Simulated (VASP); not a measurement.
Here is a VASP 6.6.1 calculation.

The input INCAR:

```
SYSTEM = Cu3N
PREC = Accurate
ENCUT = 600
EDIFF = 1E-6
ISMEAR = 0
SIGMA = 0.01
LREAL = .False.
LASPH = .True.
NELM = 120
ALGO = Normal
ISIF = 2
LWAVE = .False.
LCHARG = .False.
GGA = PE
NBANDS = 27
GGA_COMPAT = .False.
```

The input KPOINTS:

```
regular mesh
0
Gamma
  10 10 10
  0 0 0
```

The input POSCAR:

```
Cu3N
1.0
    3.8631714670      0.0000000000      0.0000000000
    0.0000000000      3.8631714670      0.0000000000
    0.0000000000      0.0000000000      3.8631714670
Cu N
3 1
Direct
    0.5000000000      0.0000000000      0.0000000000
    0.0000000000      0.5000000000      0.0000000000
    0.0000000000      0.0000000000      0.5000000000
    0.0000000000      0.0000000000      0.0000000000
```

Potentials or basis: VASP PAW PBE potentials, release 64 (Cu, N).

Run with:

```bash
$ cat potpaw_PBE.64/Cu/POTCAR potpaw_PBE.64/N/POTCAR > POTCAR
$ mpirun -np 1 vasp_std > vasp.out
```

(1) Estimate the pressure.

(2) What does it give for the band gap on the k mesh?

## Answers

(1) -2.3 GPa.

(2) 0.34 eV (least direct gap 0.87 eV).

Caveat: semilocal functionals underestimate gaps, and a narrow one can read as zero.
